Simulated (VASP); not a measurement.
Na, 1 atom in the cell. It takes space group Im-3m (No. 229, cubic). The conventional cell has a = 3.529 Å, b = 3.529 Å, c = 3.529 Å, α = 90.00°, β = 90.00°, γ = 90.00°. Na (site symmetry m-3m) has 14 Na at 3.06 to 3.53 Å within 4.0 Å. 

```yaml
Program: VASP 6.6.1
Task: single point
Functional: PBEsol
Potentials_or_basis: VASP PAW PBE potentials, release 64 (Na_pv)
Cutoff: 520 eV
k_mesh: 9 × 9 × 9
Occupations: fermi-dirac, width 0.05 eV
Spin: no spin polarisation
Dipole_correction: no
Further_INCAR_settings: ALGO = Normal; EDIFF = 1e-07; NBANDS = 10
```

Potentials or basis: VASP PAW PBE potentials, release 64 (Na_pv).

Run with:

```console
$ cat potpaw_PBE.64/Na_pv/POTCAR > POTCAR
$ mpirun -np 1 vasp_std > vasp.out
```

Hardware: 1 thread of Intel(R) Xeon(R) Platinum 8259CL CPU @ 2.50GHz (Skylake/Cascade Lake), on a shared host.

**Question.** Estimate the wall time of this run.

**Answer.** Wall time 4 s on 1 thread of Intel(R) Xeon(R) Platinum 8259CL CPU @ 2.50GHz (Skylake/Cascade Lake) (shared host), peak memory 0.13 GiB. Counts: scf iterations 11, k points 35.
